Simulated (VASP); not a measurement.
Wanted: the native input for a VASP 6.6.1 run.

```
Task                   : single point
Functional             : r2SCAN
Dispersion             : D3(BJ)
Potentials or basis    : VASP PAW PBE potentials, release 64 (C, O, H)
Cutoff                 : 520 eV
k mesh                 : 1 × 1 × 1
Occupations            : fermi-dirac, width 0.05 eV
Spin                   : no spin polarisation
Dipole correction      : no
Further INCAR settings : LREAL = Auto; ALGO = Normal; EDIFF = 1e-06; NBANDS = 64
```

H6C2O:

```
CELL_PARAMETERS angstrom
6.77081 0.00000 0.00000
0.00000 6.77081 0.00000
0.00000 0.00000 6.77081
ATOMIC_POSITIONS crystal
C 0.63055 0.00213 0.75957
C 0.69364 0.11851 0.57159
C 0.12527 0.37405 0.73002
C 0.15747 0.46062 0.52991
C 0.67475 0.43952 0.08575
C 0.57318 0.62411 0.12858
C 0.19150 0.01787 0.16007
C 0.03599 0.87648 0.08593
O 0.56605 0.06686 0.41351
O 0.33594 0.39756 0.44927
O 0.59758 0.67327 0.33294
O 0.06775 0.84622 0.88669
H 0.46359 0.16708 0.40636
H 0.68621 0.28360 0.60046
H 0.84663 0.09284 0.53007
H 0.72833 0.03926 0.87944
H 0.48683 0.05719 0.80315
H 0.63594 0.84346 0.74889
H 0.42243 0.50755 0.41304
H 0.03986 0.41595 0.43264
H 0.15199 0.62149 0.53994
H 0.97742 0.39192 0.79302
H 0.15599 0.21556 0.71687
H 0.22015 0.44401 0.83919
H 0.58349 0.81642 0.36488
H 0.63780 0.74762 0.04612
H 0.41810 0.62269 0.09157
H 0.65667 0.39741 0.93218
H 0.83017 0.44433 0.11486
H 0.60177 0.32845 0.17834
H 0.97021 0.75964 0.83529
H 0.03679 0.73257 0.16395
H 0.88511 0.93890 0.12740
H 0.18677 0.04369 0.31939
H 0.33913 0.96098 0.12294
H 0.15871 0.16493 0.09563
```

One way to write it, as run:

POSCAR

```
H6C2O
1.0
    6.7708090000      0.0000000000      0.0000000000
    0.0000000000      6.7708090000      0.0000000000
    0.0000000000      0.0000000000      6.7708090000
C O H
8 4 24
Direct
    0.6305450353      0.0021267769      0.7595694990
    0.6936394159      0.1185087336      0.5715860542
    0.1252730656      0.3740468827      0.7300161620
    0.1574701044      0.4606244246      0.5299071352
    0.6747495019      0.4395191180      0.0857504620
    0.5731811368      0.6241056276      0.1285813852
    0.1914985344      1.0178695042      0.1600694983
    0.0359927447      0.8764831499      0.0859276934
    0.5660475727      0.0668605480      0.4135104092
    0.3359421304      0.3975595826      0.4492668454
    0.5975799938      0.6732725735      0.3329439658
    0.0677467050      0.8462208873     -0.1133099457
    0.4635930507      0.1670849082      0.4063620758
    0.6862104661      0.2835997884      0.6004600041
    0.8466344273      0.0928397183      0.5300695973
    0.7283324637      0.0392567565      0.8794370067
    0.4868251342      0.0571866671      0.8031536556
    0.6359358239     -0.1565396395      0.7488913068
    0.4224310566      0.5075464394      0.4130377921
    0.0398622971      0.4159473410      0.4326366318
    0.1519907001      0.6214914643      0.5399354789
   -0.0225822350      0.3919177162      0.7930219269
    0.1559931760      0.2155576978      0.7168714994
    0.2201509450      0.4440089803      0.8391907082
    0.5834900970      0.8164164725      0.3648751575
    0.6377967537      0.7476211484      0.0461244735
    0.4181036564      0.6226877763      0.0915695599
    0.6566718984      0.3974118898     -0.0678205514
    0.8301666758      0.4443339046      0.1148607205
    0.6017744704      0.3284541035      0.1783391025
   -0.0297896455      0.7596433454     -0.1647070535
    0.0367902861      0.7325712481      0.1639538200
   -0.1148902591      0.9388981435      0.1273998425
    0.1867723635      1.0436862124      0.3193857632
    0.3391322957      0.9609782228      0.1229395187
    0.1587107242      1.1649272635      0.0956311129
```

INCAR.step1

```
SYSTEM = H6C2O
PREC = Accurate
ENCUT = 520
ISMEAR = -1
SIGMA = 0.05
LREAL = Auto
LASPH = .TRUE.
NELM = 100
NBANDS = 64
GGA = PE
ALGO = Normal
EDIFF = 1E-4
LWAVE = .TRUE.
LCHARG = .FALSE.
```

INCAR.step2

```
SYSTEM = H6C2O
PREC = Accurate
ENCUT = 520
EDIFF = 1E-6
ISMEAR = -1
SIGMA = 0.05
LREAL = Auto
LASPH = .TRUE.
NELM = 100
ALGO = Normal
ISIF = 2
LWAVE = .FALSE.
LCHARG = .TRUE.
METAGGA = R2SCAN
LMIXTAU = .TRUE.
IVDW = 12
VDW_S6 = 1.0
VDW_S8 = 0.78981345
VDW_A1 = 0.49484001
VDW_A2 = 5.73083694
LELF = .TRUE.
LVHAR = .TRUE.
NBANDS = 64
ISTART = 1
```

KPOINTS

```
Automatic mesh
0
G
  1 1 1
  0 0 0
```

Potentials or basis: VASP PAW PBE potentials, release 64 (C, O, H).

The run is started by

```console
$ cat potpaw_PBE.64/C/POTCAR potpaw_PBE.64/O/POTCAR potpaw_PBE.64/H/POTCAR > POTCAR
$ cp INCAR.step1 INCAR
$ mpirun -np 1 vasp_gam > vasp.out
$ cp INCAR.step2 INCAR
$ mpirun -np 1 vasp_gam > vasp.out
```

Results of the run:

```yaml
Pressure: 1.2 GPa
Largest_force: 2.808 eV/Å
Band_gap_on_the_k_mesh: 5.98 eV
Dispersion_energy_per_atom: -0.022 eV
```

Caveat: the k points lie up to 0.93 Å⁻¹ apart, too coarse for converged energies, forces and pressures; the PAW data sets were made with another functional, which shifts forces and pressure a little.

Wall time 2.3 min on 1 thread of AMD EPYC 7R13 Processor (Zen 3), on a shared host, peak memory 0.33 GiB.
